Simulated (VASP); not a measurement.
Here is a VASP 6.6.1 calculation.

INCAR

```
ALGO     = Normal         # electronic algorithm
EDIFF    = 1E-7           # SCF threshold, eV
EDIFFG   = -0.04          # ionic threshold
ENCUT    = 600            # plane-wave cutoff, eV
GGA      = PE             # functional
IBRION   = 2              # ionic algorithm
ISIF     = 3              # what is computed and relaxed
ISMEAR   = 0              # smearing method
LASPH    = T              # aspherical terms in the spheres
LCHARG   = F              # write CHGCAR
LREAL    = F              # projectors in reciprocal space
LWAVE    = F              # write WAVECAR
NELM     = 60             # most SCF steps
NSW      = 90             # ionic steps
PREC     = Accurate       # precision mode
SIGMA    = 0.1            # smearing width, eV
```

Contents of KPOINTS:

```
k-points
0
Gamma
  4 4 4
```

File POSCAR:

```
In
1.0
    4.4984710021      0.0000000000      0.0000000000
    0.0000000000      4.4984710021      0.0000000000
    0.0000000000      0.0000000000      5.4152640433
In
4
Direct
    0.1250000000      0.1250000000      0.5000000000
    0.3750000000      0.6250000000      0.2500000000
    0.6250000000      0.3750000000      0.7500000000
    0.8750000000      0.8750000000      0.0000000000
```

Potentials or basis: VASP PAW PBE potentials, release 64 (In_d).

Command:

```sh
$ cat potpaw_PBE.64/In_d/POTCAR > POTCAR
$ mpirun -np 1 vasp_std > vasp.out
```

Q: Predict the band gap on the k mesh.

A: Zero (bands 26 and 27 overlap by 2.38 eV).

Q: What does it give for the relaxed volume?

A: 30.90 Å³/atom.

Q: What does it give for the relaxed cell?

A: a = 4.860 Å, b = 4.860 Å, c = 5.233 Å, α = 90.00°, β = 90.00°, γ = 90.00°.

Q: Predict the space group after relaxing (to 0.1 Å).

A: P4_32_12 (No. 96).

Final structure:
```
CELL_PARAMETERS angstrom
4.86047 0.00000 0.00000
0.00000 4.86047 0.00000
0.00000 0.00000 5.23260
ATOMIC_POSITIONS crystal
In 0.10887 0.10887 0.50000
In 0.39113 0.60887 0.25000
In 0.60887 0.39113 0.75000
In 0.89113 0.89113 0.00000
```

Caveat: spin-orbit coupling is left out, which moves the levels of the heavy elements.
